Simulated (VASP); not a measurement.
# Mo (Im-3m) in VASP: a series of runs

Aim: see how the results for Mo move with the level of theory and the settings. Levels: PBE+D3(BJ), PBE. Tasks: electric field gradients.

Program: VASP 6.6.1. These are calculated values, not measurements. Logs are shortened: lines on timing, memory, paths and dates and some standing lists are left out, and cuts for length are marked.

## 1. The cell of the first run

Symmetry: Im-3m, No. 229, cubic system. Conventional cell: a = 3.100 Å, b = 3.100 Å, c = 3.100 Å, α = 90.00°, β = 90.00°, γ = 90.00°. Mo (site symmetry m-3m) has 14 Mo at 2.68 to 3.10 Å within 3.5 Å.

## 2. Electric field gradients, PBE+D3(BJ)

INCAR

```
PREC     = Accurate       # precision mode
ENCUT    = 520            # plane-wave cutoff, eV
EDIFF    = 1E-8           # SCF threshold, eV
ISMEAR   = -1             # smearing method
SIGMA    = 0.05           # smearing width, eV
LREAL    = False          # projectors in reciprocal space
LASPH    = True           # aspherical terms in the spheres
NELM     = 80             # most SCF steps
ALGO     = Normal         # electronic algorithm
ISIF     = 2              # what is computed and relaxed
LWAVE    = False          # write WAVECAR
LCHARG   = False          # write CHGCAR
GGA      = PE             # functional
IVDW     = 12             # dispersion correction
LEFG     = True         
NBANDS   = 13             # bands
```

KPOINTS

```
regular mesh
0
Gamma
  16 16 16
```

POSCAR

```
Mo
1.0
   -1.5497676675      1.5497676675      1.5497676675
    1.5497676675     -1.5497676675      1.5497676675
    1.5497676675      1.5497676675     -1.5497676675
Mo
1
Direct
    0.0000000000      0.0000000000      0.0000000000
```

Potentials or basis: VASP PAW PBE potentials, release 64 (Mo_sv).

The run is started by

```bash
$ cat potpaw_PBE.64/Mo_sv/POTCAR > POTCAR
$ mpirun -np 1 vasp_std > vasp.out
```

OUTCAR:

```text
PREC = Accurate
   ENCUT = 520
   EDIFF = 1E-8
   ISMEAR = -1
   LREAL = False
   LASPH = True
   NELM = 80
   ISIF = 2
   GGA = PE
   IVDW = 12
 IVDW          = 12

 ion  position               nearest neighbor table
   1  0.000  0.000  0.000-

  LATTYP: Found a body centered cubic cell.
 ALAT       =     3.0995353350

  Lattice vectors:

 A1 = (  -1.5497676675,   1.5497676675,   1.5497676675)
 A2 = (   1.5497676675,  -1.5497676675,   1.5497676675)
 A3 = (   1.5497676675,   1.5497676675,  -1.5497676675)

Analysis of symmetry for initial positions (statically):
=====================================================================
 Subroutine PRICEL returns:
 Original cell was already a primitive cell.

 Routine SETGRP: Setting up the symmetry group for a
 body centered cubic supercell.

 Subroutine GETGRP returns: Found 48 space group operations
 (whereof 48 operations were pure point group operations)
 out of a pool of 48 trial point group operations.

The static configuration has the point symmetry O_h .

Analysis of symmetry for dynamics (positions and initial velocities):
=====================================================================
 Subroutine PRICEL returns:
 Original cell was already a primitive cell.

 Routine SETGRP: Setting up the symmetry group for a
 body centered cubic supercell.

 Subroutine GETGRP returns: Found 48 space group operations
 (whereof 48 operations were pure point group operations)
 out of a pool of 48 trial point group operations.

The dynamic configuration has the point symmetry O_h .

 Subroutine INISYM returns: Found 48 space group operations
 (whereof 48 operations are pure point group operations),
 and found     1 'primitive' translations

----------------------------------------------------------------------------------------

                                     Primitive cell

  volume of cell :      14.8888

  direct lattice vectors                    reciprocal lattice vectors
    -1.549767668  1.549767668  1.549767668     0.000000000  0.322629005  0.322629005
     1.549767668 -1.549767668  1.549767668     0.322629005  0.000000000  0.322629005
     1.549767668  1.549767668 -1.549767668     0.322629005  0.322629005  0.000000000

  length of vectors
     2.684276340  2.684276340  2.684276340     0.456266314  0.456266314  0.456266314
[... 123 lines left out ...]

  energy without entropy =      -10.88949123  energy(sigma->0) =      -10.89143238

 E-fermi :  13.4116     XC(G=0): -13.6661

 val. band max:       13.3751356032   @ k =  -0.1875   0.1875   0.0625
 cond. band min:      13.4244594368   @ k =  -0.1250   0.1250   0.1250
 fundamental gap:      0.0493238337
 Fermi energy:        13.4115987445

 k-point     1 :       0.0000    0.0000    0.0000
  band No.  band energies     occupation
      1     -47.8912      2.00000
      2     -21.0360      2.00000
      3     -21.0360      2.00000
      4     -21.0360      2.00000
      5       6.0048      2.00000
      6      11.9368      2.00000
      7      11.9368      2.00000
      8      11.9368      2.00000
      9      15.1470      0.00000
     10      15.1470      0.00000
     11      28.2937      0.00000
     12      28.2937      0.00000
     13      28.2937      0.00000
[... 354 lines left out ...]
  band No.  band energies     occupation
      1     -47.6072      2.00000
      2     -22.3163      2.00000
      3     -21.5664      2.00000
      4     -21.1784      2.00000
      5       9.0269      2.00000
      6      10.2881      2.00000
      7      11.5531      2.00000
      8      14.5404      0.00000
      9      15.9917      0.00000
     10      18.3543      0.00000
     11      27.0992      0.00000
     12      28.6438      0.00000
     13      31.6759      0.00000

 [... further k-points ...]

------------------------ aborting loop because EDIFF is reached ----------------------------------------

 Edisp (eV)   -0.75114

 E8    (eV) :    -0.3543

  FORCE on cell =-STRESS in cart. coord.  units (eV):
  Direction    XX          YY          ZZ          XY          YZ          ZX
  --------------------------------------------------------------------------------------
  -------------------------------------------------------------------------------------
  Total       0.85999     0.85999     0.85999    -0.00000     0.00000     0.00000
  in kB      92.54319    92.54319    92.54319    -0.00000     0.00000     0.00000
  external pressure =       92.54 kB  Pullay stress =        0.00 kB

 VOLUME and BASIS-vectors are now :
 -----------------------------------------------------------------------------
  energy-cutoff  :      520.00
  volume of cell :       14.89
      direct lattice vectors                 reciprocal lattice vectors
    -1.549767668  1.549767668  1.549767668     0.000000000  0.322629005  0.322629005
     1.549767668 -1.549767668  1.549767668     0.322629005  0.000000000  0.322629005
     1.549767668  1.549767668 -1.549767668     0.322629005  0.322629005  0.000000000

 POSITION                                       TOTAL-FORCE (eV/Angst)
 -----------------------------------------------------------------------------------
      0.00000      0.00000      0.00000         0.000000     -0.000000      0.000000
 -----------------------------------------------------------------------------------
    total drift:                                0.000000     -0.000000      0.000000

  FREE ENERGIE OF THE ION-ELECTRON SYSTEM (eV)
  ---------------------------------------------------
  free  energy   TOTEN  =       -11.6445130859 eV

  energy  without entropy=      -11.6406307955  energy(sigma->0) =      -11.64257194

 Electric field gradients (V/A^2)
---------------------------------------------------------------------
 ion       V_xx      V_yy      V_zz      V_xy      V_xz      V_yz
---------------------------------------------------------------------
   1      -0.000    -0.000    -0.000    -0.001    -0.001    -0.001
---------------------------------------------------------------------

 Electric field gradients after diagonalization (V/A^2)
 (convention: |V_zz| > |V_xx| > |V_yy|)
----------------------------------------------------------------------
 ion       V_xx      V_yy      V_zz     asymmetry (V_yy - V_xx)/ V_zz
----------------------------------------------------------------------
   1       0.001     0.001    -0.002       0.000
----------------------------------------------------------------------

           NMR quadrupolar parameters

 Cq : quadrupolar parameter    Cq=e*Q*V_zz/h
 eta: asymmetry parameters     (V_yy - V_xx)/ V_zz
 Q  : nuclear electric quadrupole moment in mb (millibarn)
----------------------------------------------------------------------
 ion       Cq(MHz)       eta       Q (mb)
----------------------------------------------------------------------
   1      -0.000       0.000       1.000
----------------------------------------------------------------------
```

Run time: 16 s. Hardware: 1 thread of Intel Xeon 6975P-C, shared host; peak memory 0.15 GiB.

What came out:

| Item | Value |
| --- | --- |
| Free energy | -11.6445 eV |
| Pressure | 9.3 GPa |
| Band gap on the k mesh | zero (band 7 reaches 17.67 eV, above the bottom of band 8 at 11.94 eV) |
| Dispersion energy per atom | -0.751 eV |

Caveat: without QUAD_EFG the Cq values of the log hold for a quadrupole moment of 1 mb, not for the nuclei; pairwise dispersion overbinds metals, which lowers pressure and volume.

## 3. Electric field gradients, PBE

This run uses another cell than the first one, of 15.51 Å³/atom, 1.042 times its volume.

INCAR

```
PREC = Accurate ; ENCUT = 520
EDIFF = 1E-8 ; ISMEAR = -1
SIGMA = 0.05 ; LREAL = False
LASPH = True ; NELM = 60
ALGO = Normal ; ISIF = 2
LWAVE = False ; LCHARG = False
GGA = PE ; LEFG = True
NBANDS = 13
```

KPOINTS

```
Automatic mesh
0
Gamma
  16 16 16
```

POSCAR

```
Mo
1.0
   -1.5710000000      1.5710000000      1.5710000000
    1.5710000000     -1.5710000000      1.5710000000
    1.5710000000      1.5710000000     -1.5710000000
Mo
1
Direct
    0.0000000000      0.0000000000      0.0000000000
```

Potentials or basis: VASP PAW PBE potentials, release 64 (Mo_sv).

The run is started by

```bash
$ cat potpaw_PBE.64/Mo_sv/POTCAR > POTCAR
$ mpirun -np 1 vasp_std > vasp.out
```

OUTCAR:

```text
PREC = Accurate
   ENCUT = 520
   EDIFF = 1E-8
   ISMEAR = -1
   LREAL = False
   LASPH = True
   NELM = 60
   ISIF = 2
   GGA = PE

 ion  position               nearest neighbor table
   1  0.000  0.000  0.000-

  LATTYP: Found a body centered cubic cell.
 ALAT       =     3.1420000000

  Lattice vectors:

 A1 = (  -1.5710000000,   1.5710000000,   1.5710000000)
 A2 = (   1.5710000000,  -1.5710000000,   1.5710000000)
 A3 = (   1.5710000000,   1.5710000000,  -1.5710000000)

Analysis of symmetry for initial positions (statically):
=====================================================================
 Subroutine PRICEL returns:
 Original cell was already a primitive cell.

 Routine SETGRP: Setting up the symmetry group for a
 body centered cubic supercell.

 Subroutine GETGRP returns: Found 48 space group operations
[... 563 lines left out ...]
  external PRESSURE =      52.0532109 kB  Pullay stress =       0.0000000 kB

 VOLUME and BASIS-vectors are now :
 -----------------------------------------------------------------------------
  energy-cutoff  :      520.00
  volume of cell :       15.51
      direct lattice vectors                 reciprocal lattice vectors
    -1.571000000  1.571000000  1.571000000     0.000000000  0.318268619  0.318268619
     1.571000000 -1.571000000  1.571000000     0.318268619  0.000000000  0.318268619
     1.571000000  1.571000000 -1.571000000     0.318268619  0.318268619  0.000000000

 POSITION                                       TOTAL-FORCE (eV/Angst)
 -----------------------------------------------------------------------------------
      0.00000      0.00000      0.00000        -0.000000      0.000000     -0.000000
 -----------------------------------------------------------------------------------
    total drift:                                0.000000      0.000000      0.000000

  FREE ENERGIE OF THE ION-ELECTRON SYSTEM (eV)
  ---------------------------------------------------
  free  energy   TOTEN  =       -10.9371721234 eV

  energy  without entropy=      -10.9332575792  energy(sigma->0) =      -10.93521485

 Electric field gradients (V/A^2)
---------------------------------------------------------------------
 ion       V_xx      V_yy      V_zz      V_xy      V_xz      V_yz
---------------------------------------------------------------------
   1       0.000    -0.000    -0.000    -0.001    -0.001    -0.001
---------------------------------------------------------------------

 Electric field gradients after diagonalization (V/A^2)
 (convention: |V_zz| > |V_xx| > |V_yy|)
----------------------------------------------------------------------
 ion       V_xx      V_yy      V_zz     asymmetry (V_yy - V_xx)/ V_zz
----------------------------------------------------------------------
   1       0.001     0.001    -0.001       0.000
----------------------------------------------------------------------

           NMR quadrupolar parameters

 Cq : quadrupolar parameter    Cq=e*Q*V_zz/h
 eta: asymmetry parameters     (V_yy - V_xx)/ V_zz
 Q  : nuclear electric quadrupole moment in mb (millibarn)
----------------------------------------------------------------------
 ion       Cq(MHz)       eta       Q (mb)
----------------------------------------------------------------------
   1      -0.000       0.000       1.000
----------------------------------------------------------------------
```

It took 16 s on 1 thread of Intel Xeon 6975P-C, shared host; peak memory 0.14 GiB.

Results:

- Free energy: -10.9372 eV
- Pressure: 5.2 GPa
- Band gap on the k mesh: zero (band 7 reaches 16.75 eV, above the bottom of band 8 at 11.35 eV)

Caveat: without QUAD_EFG the Cq values of the log hold for a quadrupole moment of 1 mb, not for the nuclei.
